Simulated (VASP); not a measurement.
Crystal: ZnCd3Te2.

```xyz
6
Lattice="5.9200 0.0000 0.0000 -2.9600 5.1269 0.0000 0.0000 0.0000 5.2380" Properties=species:S:1:pos:R:3 pbc="T T T"
Zn    0.0000    0.0000    2.6190
Cd    2.9600    0.0000    2.6190
Cd   -1.4800    2.5634    2.6190
Cd    1.4800    2.5634    2.6190
Te    0.0000    3.4179    0.9211
Te    2.9600    1.7090    4.3169
```

The cell was generated, and may not be a known phase.

```yaml
Program: VASP 6.6.1
Task: relaxation of cell and atoms
Functional: PBE
Potentials_or_basis: VASP PAW PBE potentials, release 64 (Zn, Cd, Te)
Cutoff: 600 eV
k_mesh: 3 × 3 × 4
Occupations: gaussian, width 0.1 eV
Spin: no spin polarisation
```

At the start: pressure 25.5 GPa; volume 26.50 Å³/atom.

Task: Where does the relaxation end?

Result: Over 30 steps the energy falls by 883.3 meV/atom and the volume is 34.36 Å³/atom (+29.7 %); space group P-3m1 (No. 164, to 0.1 Å) before, P6/mmm (No. 191, to 0.1 Å).

The path:
```tsv
step	energy change (eV)	largest force (eV/Å)	pressure (GPa)	volume (Å³)
1	0.0000	8.8913	25.49	158.98
2	-2.9003	1.2616	-4.21	276.73
3	-4.6601	0.0264	-0.99	212.19
4	-4.6702	0.1505	-0.63	210.15
5	-4.6740	0.2910	-0.28	207.99
6	-4.6730	0.3638	-0.07	206.92
7	-4.6877	0.3794	-0.03	205.60
8	-4.7294	0.4308	0.18	201.62
9	-4.7944	0.5737	0.82	193.60
10	-4.7298	0.8440	3.43	177.28
11	-4.7978	0.7049	1.94	185.70
12	-4.8039	0.6722	1.90	185.63
13	-4.8198	0.5796	1.76	185.41
14	-4.8437	0.4385	1.54	184.95
15	-4.8937	0.3730	1.32	183.92
16	-4.9789	0.1161	1.75	181.47
17	-4.9932	0.1412	1.98	180.66
18	-5.0218	0.0123	2.93	178.91
19	-5.1539	0.0049	1.78	186.64
20	-5.2409	0.1991	-0.76	209.77
21	-5.2574	0.1561	-0.27	203.69
22	-5.2579	0.1479	-0.16	202.62
23	-5.2687	0.1615	-0.06	203.02
24	-5.2802	0.1968	0.16	203.79
25	-5.2805	0.2072	0.21	203.96
26	-5.2861	0.1723	0.00	205.78
27	-5.2888	0.1366	-0.22	207.91
28	-5.2939	0.1084	-0.08	206.85
29	-5.2968	0.0656	0.14	205.39
30	-5.2999	0.0158	-0.03	206.14
```

Final structure:
```
CELL_PARAMETERS angstrom
7.41905 0.00000 0.00000
-3.70953 6.42509 0.00000
0.00000 0.00000 4.32444
ATOMIC_POSITIONS crystal
Zn 0.00000 0.00000 0.50000
Cd 0.50000 0.00000 0.50000
Cd 0.00000 0.50000 0.50000
Cd 0.50000 0.50000 0.50000
Te 0.33333 0.66667 0.99808
Te 0.66667 0.33333 0.00192
```

Caveat: the k points lie up to 0.36 Å⁻¹ apart in the final cell, too coarse for converged energies and pressures of a metal; the volume moved by over 15 % at a fixed basis, so the end points are rough.
